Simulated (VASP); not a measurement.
A run of VASP 6.6.1:

INCAR

```
PREC = Accurate
ENCUT = 520
EDIFF = 1E-7
ISMEAR = 0
SIGMA = 0.1
LREAL = False
LASPH = True
NELM = 100
ALGO = Normal
ISIF = 2
LWAVE = False
LCHARG = True
LDIPOL = True
IDIPOL = 3
DIPOL = 0.5 0.5 0.640
GGA = PE
IVDW = 12
LELF = True
LVHAR = True
LVACPOTAV = True
NBANDS = 16
```

Contents of KPOINTS:

```
Automatic mesh
0
Gamma
  4 3 1
```

The input POSCAR:

```
H5CN
1.0
    5.8038113749      0.0000000000      0.0000000000
   -2.9019056875      7.5735822842      0.0000000000
    0.0000000000      0.0000000000     25.7021597246
C N H
1 1 5
Direct
    0.2661170905      0.9376546265      0.6468790240
    0.4600851846      0.8949313503      0.6189506567
    0.0898040539      0.8288524792      0.6403597383
    0.2551225213      1.0592536016      0.6302513940
    0.3025673297      0.9541010372      0.6889621803
    0.4681658858      0.7766386341      0.6307078518
    0.6287657226      0.9913379000      0.6253778980
```

Potentials or basis: VASP PAW PBE potentials, release 64 (C, N, H).

Command:

```bash
$ cat potpaw_PBE.64/C/POTCAR potpaw_PBE.64/N/POTCAR potpaw_PBE.64/H/POTCAR > POTCAR
$ mpirun -np 1 vasp_std > vasp.out
```

Hardware: 1 thread of Intel(R) Xeon(R) Platinum 8488C (Sapphire Rapids), on a shared host.

Problem. Estimate the wall time of this run.

Solution. It took 5.4 min on 1 thread of Intel(R) Xeon(R) Platinum 8488C (Sapphire Rapids), with other jobs on the host, peak memory 1 GiB. Counts: scf iterations 27, k points 7.
